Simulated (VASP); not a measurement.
# InSb (I-4m2) in VASP: notebook, part 2 of 2

VASP 6.6.1. Earlier steps stand in the parts before.

## (5) Single point, PBEsol (strain +0.015 along x and y, +0.000 along z)

The input, INCAR:

```
SYSTEM = InSb
  ALGO = Normal
  EDIFF = 1E-7
  ENCUT = 520
  GGA = PS
  ISIF = 2
  ISMEAR = 0
  LASPH = .TRUE.
  LCHARG = .FALSE.
  LREAL = .FALSE.
  LWAVE = .FALSE.
  NBANDS = 16
  NELM = 100
  PREC = Accurate
  SIGMA = 0.15
```

The input, KPOINTS:

```
k-points
0
G
  12 12 12
  0 0 0
```

The input, POSCAR:

```
InSb
1.0
    0.0000000000      3.2876865000      3.2391000000
    3.2876865000      0.0000000000      3.2391000000
    3.2876865000      3.2876865000      0.0000000000
In Sb
1 1
Direct
    0.0000000000      0.0000000000      0.0000000000
    0.7500000000      0.7500000000      0.7500000000
```

Potentials or basis: VASP PAW PBE potentials, release 64 (In_d, Sb).

The run is started by

```console
> cat potpaw_PBE.64/In_d/POTCAR potpaw_PBE.64/Sb/POTCAR > POTCAR
> mpirun -np 1 vasp_std > vasp.out
```

OUTCAR:

```text
SYSTEM = InSb
   EDIFF = 1E-7
   ENCUT = 520
   GGA = PS
   ISIF = 2
   ISMEAR = 0
   LASPH = .TRUE.
   LREAL = .FALSE.
   NELM = 100
   PREC = Accurate

 ion  position               nearest neighbor table
   1  0.000  0.000  0.000-   2 2.83   2 2.83   2 2.83   2 2.83
   2  0.750  0.750  0.750-   1 2.83   1 2.83   1 2.83   1 2.83

  LATTYP: Found a body centered tetragonal cell.
 ALAT       =     4.6494908371
 C/A-ratio  =     1.3933138546

  Lattice vectors:

 A1 = (   0.0000000000,  -3.2876865000,  -3.2391000000)
 A2 = (   0.0000000000,   3.2876865000,  -3.2391000000)
 A3 = (   3.2876865000,   0.0000000000,   3.2391000000)

Analysis of symmetry for initial positions (statically):
=====================================================================
 Subroutine PRICEL returns:
 Original cell was already a primitive cell.

 Routine SETGRP: Setting up the symmetry group for a
 body centered tetragonal supercell.

 Subroutine GETGRP returns: Found  8 space group operations
 (whereof  8 operations were pure point group operations)
 out of a pool of 16 trial point group operations.

The static configuration has the point symmetry D_2d.

Analysis of symmetry for dynamics (positions and initial velocities):
=====================================================================
 Subroutine PRICEL returns:
 Original cell was already a primitive cell.

 Routine SETGRP: Setting up the symmetry group for a
 body centered tetragonal supercell.

 Subroutine GETGRP returns: Found  8 space group operations
 (whereof  8 operations were pure point group operations)
 out of a pool of 16 trial point group operations.

The dynamic configuration has the point symmetry D_2d.

 Subroutine INISYM returns: Found  8 space group operations
 (whereof  8 operations are pure point group operations),
 and found     1 'primitive' translations

----------------------------------------------------------------------------------------
[... 107 lines left out ...]
   EFERMI =   0.00;   METHOD = LEGACY
   ISMEAR =     0;   SIGMA  =   0.15  broadening in eV -4-tet -1-fermi 0-gaus
   EFERMI_NEDOS =   21; number of points for ismear=-14 and -15
   IALGO  =     38    algorithm
   IMIX   =      4    mixing-type and parameters
     AMIX     =   0.40;   BMIX     =  1.00
     AMIX_MAG =   1.60;   BMIX_MAG =  1.00
  volume/ion in A,a.u.               =      35.01       236.27
  Fermi-wavevector in a.u.,A,eV,Ry     =   1.040928  1.967068 14.742331  1.083531
  Thomas-Fermi vector in A             =   2.175526
   LORBIT       =      0    0 simple, 1 ext, 2 COOP (PROOUT), +10 PAW based schemes
   GGA     = PS    functional components
   LHFCALC =     F    Hartree Fock is set to
   AEXX    =    0.0000 exact exchange contribution
   IVDW    =     0    specifies the selected vdW correction
   LEPSILON=     F    determine dielectric tensor
   LRPA    =     F    only Hartree local field effects (RPA)
 non-spin polarized calculation
 Gauss-broadening in eV      SIGMA  =   0.15
  energy-cutoff  :      520.00
  volume of cell :       70.02
 maximum number of plane-waves:      1902
 NGX is ok and might be reduce to    36
   NGX = 17   NGY = 17   NGZ = 17

 number of electron      17.9999998 magnetization

 Free energy of the ion-electron system (eV)
  ---------------------------------------------------
  ext. energy  EPLUGINS =         0.00000000
  ---------------------------------------------------
  free energy    TOTEN  =        -7.69908353 eV

  energy without entropy =       -7.69882745  energy(sigma->0) =       -7.69895549

 E-fermi :   4.7769     XC(G=0):  -8.7445

 val. band max:        4.7034887455   @ k =   0.0000   0.0000   0.0000
 cond. band min:       5.0758821398   @ k =   0.5000   0.0000   0.0000
 fundamental gap:      0.3723933943
 Fermi energy:         4.7768977926

 k-point     1 :       0.0000    0.0000    0.0000
  band No.  band energies     occupation
      1      -9.8238      2.00000
      2      -9.8238      2.00000
      3      -9.8209      2.00000
      4      -9.7454      2.00000
      5      -9.7433      2.00000
      6      -5.9087      2.00000
[... 433 lines left out ...]
      3      -9.8011      2.00000
      4      -9.7473      2.00000
      5      -9.7416      2.00000
      6      -4.4596      2.00000
[... 8 lines left out ...]
     15      12.8181      0.00000
     16      13.1118      0.00000

 [... further k-points ...]
[... 5 lines left out ...]
  --------------------------------------------------------------------------------------
  -------------------------------------------------------------------------------------
  Total       -0.2544705     -0.2544705     -0.0789255      0.0000000      0.0000000     -0.0000000
  in kB       -5.8225455     -5.8225455     -1.8058957      0.0000000      0.0000000     -0.0000000
  external PRESSURE =      -4.4836622 kB  Pullay stress =       0.0000000 kB

 VOLUME and BASIS-vectors are now :
 -----------------------------------------------------------------------------
  energy-cutoff  :      520.00
  volume of cell :       70.02
      direct lattice vectors                 reciprocal lattice vectors
     0.000000000  3.287686500  3.239100000    -0.152082627  0.152082627  0.154363867
     3.287686500  0.000000000  3.239100000     0.152082627 -0.152082627  0.154363867
     3.287686500  3.287686500  0.000000000     0.152082627  0.152082627 -0.154363867

 POSITION                                       TOTAL-FORCE (eV/Angst)
 -----------------------------------------------------------------------------------
      0.00000      0.00000      0.00000        -0.000000     -0.000000      0.000000
      4.93153      4.93153      4.85865         0.000000      0.000000     -0.000000
 -----------------------------------------------------------------------------------
    total drift:                                0.000000      0.000000     -0.000000

  FREE ENERGIE OF THE ION-ELECTRON SYSTEM (eV)
  ---------------------------------------------------
  free  energy   TOTEN  =        -7.6990835280 eV

  energy  without entropy=       -7.6988274547  energy(sigma->0) =       -7.69895549
```

It took 4.9 min on 1 thread of Intel Xeon 8259CL, shared host; peak memory 0.34 GiB.

Results:

| Property | Result |
| --- | --- |
| Free energy | -7.6991 eV |
| Pressure | -0.4 GPa |

Caveat: the cell differs from its parent crystal (strain +0.015 along x and y, +0.000 along z); the PAW data sets were made with another functional, which shifts forces and pressure a little; spin-orbit coupling is left out, which moves the levels of the heavy elements.

## (6) Single point, PBEsol (strain +0.015 along x and y, +0.030 along z)

The input, INCAR:

```
SYSTEM = InSb
PREC     = Accurate       ! precision mode
ENCUT    = 520            ! plane-wave cutoff, eV
EDIFF    = 1E-7           ! SCF threshold, eV
ISMEAR   = 0              ! smearing method
SIGMA    = 0.15           ! smearing width, eV
LREAL    = .FALSE.        ! projectors in reciprocal space
LASPH    = .TRUE.         ! aspherical terms in the spheres
NELM     = 100            ! most SCF steps
ALGO     = Normal         ! electronic algorithm
ISIF     = 2              ! what is computed and relaxed
LWAVE    = .FALSE.        ! write WAVECAR
LCHARG   = .TRUE.         ! write CHGCAR
GGA      = PS             ! functional
LELF     = .TRUE.         ! ELF
LVHAR    = .TRUE.       
NBANDS   = 16             ! bands
```

The input, KPOINTS:

```
regular mesh
0
G
  12 12 12
  0 0 0
```

The input, POSCAR:

```
InSb
1.0
    0.0000000000      3.2876865000      3.3362730000
    3.2876865000      0.0000000000      3.3362730000
    3.2876865000      3.2876865000      0.0000000000
In Sb
1 1
Direct
    0.0000000000      0.0000000000      0.0000000000
    0.7500000000      0.7500000000      0.7500000000
```

Potentials or basis: VASP PAW PBE potentials, release 64 (In_d, Sb).

The run is started by

```console
> cat potpaw_PBE.64/In_d/POTCAR potpaw_PBE.64/Sb/POTCAR > POTCAR
> mpirun -np 1 vasp_std > vasp.out
```

Run time: 4.1 min. Hardware: 1 thread of Intel Xeon 8259CL, shared host; peak memory 0.35 GiB.

Results (log left out):

- Free energy: -7.6861 eV
- Pressure: -1.6 GPa
- Band gap on the k mesh: zero (filled and empty bands touch)

Stress tensor (GPa, compression positive):
```
-1.42  0.00  0.00
 0.00 -1.42  0.00
 0.00  0.00 -1.84
```

Levels at points of the mesh, in eV from the Fermi level:
| k point | band 7 | band 8 | band 9 | band 10 | band 11 | band 12 |
| --- | --- | --- | --- | --- | --- | --- |
| (0.00, 0.00, 0.00) | -0.71 | -0.17 | -0.10 | -0.10 | 2.80 | 2.80 |
| (0.50, 0.00, 0.00) | -5.51 | -1.09 | -1.00 | 0.25 | 3.61 | 3.68 |
| (0.50, 0.50, 0.00) | -5.87 | -2.16 | -2.16 | 1.24 | 1.28 | 7.64 |
| (0.50, 0.00, 0.50) | -5.81 | -2.24 | -2.23 | 1.14 | 1.21 | 7.62 |

Caveat: the cell differs from its parent crystal (strain +0.015 along x and y, +0.030 along z); semilocal functionals underestimate gaps, so a narrow gap can read as zero; the PAW data sets were made with another functional, which shifts forces and pressure a little; spin-orbit coupling is left out, which moves the levels of the heavy elements.

## (7) Overview

```tsv
cell	gap on the mesh (eV)	pressure (GPa)
a = 4.616, b = 4.616, c = 4.512 Å, angles 60.7, 60.7, 58.5°, 2 atoms	none	0.9
a = 4.615, b = 4.615, c = 4.581 Å, angles 60.2, 60.2, 59.5°, 2 atoms	none	0.2
a = 4.650, b = 4.650, c = 4.581 Å, angles 60.5, 60.5, 59.0°, 2 atoms	none	-0.4
a = 4.615, b = 4.615, c = 4.649 Å, angles 59.8, 59.8, 60.5°, 2 atoms	-	-0.4
a = 4.684, b = 4.684, c = 4.649 Å, angles 60.2, 60.2, 59.5°, 2 atoms	none	-1.6
```

Alike in all rows: task single point; level PBEsol; potentials or basis VASP PAW PBE potentials, release 64 (In_d, Sb); no spin polarisation; k mesh 12 × 12 × 12; cutoff (eV) 520; smearing gaussian 0.15 eV.

Caveats: the PAW data sets were made with another functional, which shifts forces and pressure a little; spin-orbit coupling is left out, which moves the levels of the heavy elements; semilocal functionals underestimate gaps, so a narrow gap can read as zero (at least some runs).

Total energies depend on the potentials used, so only differences within one code and one set of settings carry meaning.
